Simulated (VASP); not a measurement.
TaN: single point with PBEsol

Crystal: TaN.

```
CELL_PARAMETERS angstrom
5.19600 0.00000 0.00000
-2.59800 4.49987 0.00000
0.00000 0.00000 2.91100
ATOMIC_POSITIONS crystal
Ta 0.00000 0.00000 0.00000
Ta 0.66667 0.33333 0.50000
Ta 0.33333 0.66667 0.50000
N 0.00000 0.39285 0.00000
N 0.60715 0.60715 0.00000
N 0.39285 0.00000 0.00000
```

```json
{
  "Program": "VASP 6.6.1",
  "Task": "single point",
  "Functional": "PBEsol",
  "Potentials or basis": "VASP PAW PBE potentials, release 64 (Ta_pv, N)",
  "Cutoff": "520 eV",
  "k mesh": "8 × 8 × 11",
  "Occupations": "fermi-dirac, width 0.02 eV",
  "Spin": "no spin polarisation"
}
```

- Pressure: -3.0 GPa
- Largest force: 0.018 eV/Å
- Band gap on the k mesh: zero (band 24 reaches 10.02 eV, above the bottom of band 25 at 6.88 eV)

Forces on the atoms (eV/Å):
```
Ta   0.000  0.000  0.000
Ta   0.000  0.000  0.000
Ta   0.000  0.000  0.000
N   -0.009  0.016  0.000
N   -0.009 -0.016  0.000
N    0.018  0.000  0.000
```

Stress tensor (GPa, compression positive):
```
-2.39  0.00  0.00
 0.00 -2.39  0.00
 0.00  0.00 -4.10
```

Levels at points of the mesh, in eV from the Fermi level:
```tsv
k point	band 22	band 23	band 24	band 25	band 26	band 27
(0.00, 0.00, 0.00)	-3.39	-1.99	-0.99	-0.99	0.49	0.49
(0.50, 0.00, 0.00)	-3.93	-2.91	-2.71	1.13	1.71	1.84
```

It took 2.7 min on 1 thread of Intel Xeon 8259CL, with other jobs on the host, peak memory 0.26 GiB.

Caveat: the PAW data sets were made with another functional, which shifts forces and pressure a little; spin-orbit coupling is left out, which moves the levels of the heavy elements.
